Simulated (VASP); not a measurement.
Crystal: GaN.

```
Ga N
1.0
     0.00000    2.29770    2.29770
     2.29770    0.00000    2.29770
     2.29770    2.29770    0.00000
Ga N
1 1
Direct
  0.00000 0.00000 0.00000
  0.25000 0.25000 0.25000
```

Base run:

| Item | Value |
| --- | --- |
| Program | VASP 6.6.1 |
| Functional | PBE |
| Potentials or basis | VASP PAW PBE potentials, release 64 (Ga_d, N) |
| Cutoff | 520 eV |
| k mesh | 10 × 10 × 10 |
| Occupations | fermi-dirac, width 0.05 eV |
| Spin | non-collinear spin, zero start, spin-orbit coupling |
| Starting moments | [[0.0, 0.0, 0.0], [0.0, 0.0, 0.0]] μB |

Its results: pressure -4.8 GPa; net moment 0.00 μB per cell.

Question: The run is repeated on the same cell with these changes: functional from PBE to LDA; potentials or basis from VASP PAW PBE potentials, release 64 (Ga_d, N) to VASP PAW LDA potentials, release 64 (Ga_d, N). What comes out?

Answer: Pressure -14.9 GPa; net moment 0.00 μB per cell.

Caveats: the cell stands under tension.
